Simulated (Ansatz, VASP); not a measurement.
**Nb in VASP and in Ansatz**

```
Nb
1.0
     0.00000    2.04395    2.04395
     2.04395    0.00000    2.04395
     2.04395    2.04395    0.00000
Nb
1
Direct
  0.00000 0.00000 0.00000
```

Alike in both runs: task single point; functional PBE; k mesh 18 × 18 × 18; occupations gaussian, width 0.1 eV; no spin polarisation.

|  | VASP | Ansatz |
| --- | --- | --- |
| version | VASP 6.6.1 | Ansatz 0.2.0 |
| potentials or method | VASP PAW PBE potentials, release 64 (Nb_sv), cutoff 520 eV | scalar-relativistic, plane waves, PAW |
| valence electrons in the cell | 13 | 13 |

|  | VASP | Ansatz | Ansatz less VASP |
| --- | --- | --- | --- |
| gap on the k mesh at the Fermi level (eV) | none | none | - |
| pressure (GPa) | 17.9 | 18.3 | +0.37 |

A gap of «none» marks a metal or a gap that the smearing closes.
